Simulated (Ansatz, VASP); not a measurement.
## Ta in VASP and in Ansatz

POSCAR

```
Ta
1.0
   -3.5486703394      3.5482180146      1.4576929245
    3.5482180146     -3.5486703394      1.4576929245
    1.8552575676      1.8552575676     -1.4585213582
Ta
2
Direct
    0.9999358771      0.0000641229      0.0000000000
    0.7500641229      0.2499358771      0.5000000000
```

INCAR.step1

```
PREC = Accurate
ENCUT = 520
ISMEAR = -1
SIGMA = 0.1
LREAL = False
LASPH = True
NELM = 60
NBANDS = 18
GGA = PE
ALGO = Normal
EDIFF = 1E-4
LWAVE = True
LCHARG = False
```

The input INCAR.step2:

```
PREC = Accurate
ENCUT = 520
EDIFF = 1E-6
ISMEAR = -1
SIGMA = 0.1
LREAL = False
LASPH = True
NELM = 60
ALGO = Normal
ISIF = 2
LWAVE = False
LCHARG = False
METAGGA = R2SCAN
LMIXTAU = True
NBANDS = 18
ISTART = 1
```

File KPOINTS:

```
Automatic mesh
0
Gamma
  14 14 14
```

Input for Ansatz:

```yaml
crystal:
  lattice:
    - [-3.5486703394, 3.5482180146, 1.4576929245]
    - [3.5482180146, -3.5486703394, 1.4576929245]
    - [1.8552575676, 1.8552575676, -1.4585213582]
  atoms:
    - { symbol: Ta, position: [0.9999358771, 6.41229e-05, 0.0] }
    - { symbol: Ta, position: [0.7500641229, 0.2499358771, 0.5] }
hamiltonian:
  xc: r2scan
  pseudopotentials:
    kind: paw
    azcp:
      Ta: "pseudopotentials/Ta.paw.azcp"
basis:
  ecutwfc: 500
  fft_grid_basis: typed
kpoints:
  mp_grid: { grid: [14, 14, 14], shift: [0, 0, 0] }
magnetization:
  spin_polarized: false
scf:
  occupations: { method: fermi_dirac, width: 0.1 }
  lower_state_search: "off"
output:
  stress: true
```

Alike in both runs: task single point; functional r2SCAN; k mesh 14 × 14 × 14; occupations fermi-dirac, width 0.1 eV; no spin polarisation.

|  | VASP | Ansatz |
| --- | --- | --- |
| version | VASP 6.6.1 | Ansatz 0.2.0 |
| potentials or method | VASP PAW PBE potentials, release 64 (Ta_pv), cutoff 520 eV | plane waves (500 eV) with PAW, scalar-relativistic |
| valence electrons in the cell | 22 | 26 |

Ansatz gave:

```
pressure (GPa)                                                : -7.2
traceless stress, the component that is largest in VASP (GPa) : -0.41
```

Problem. Which values does VASP return?

Solution. Pressure (GPa): -6.7; traceless stress, the component that is largest in VASP (GPa): -0.46.

VASP's potentials were made for PBE, not for r2SCAN. VASP's potentials hold 22 valence electrons a cell and Ansatz's 26, so a difference there can come from the potentials and not from the codes.

Neither program's run includes spin-orbit coupling.
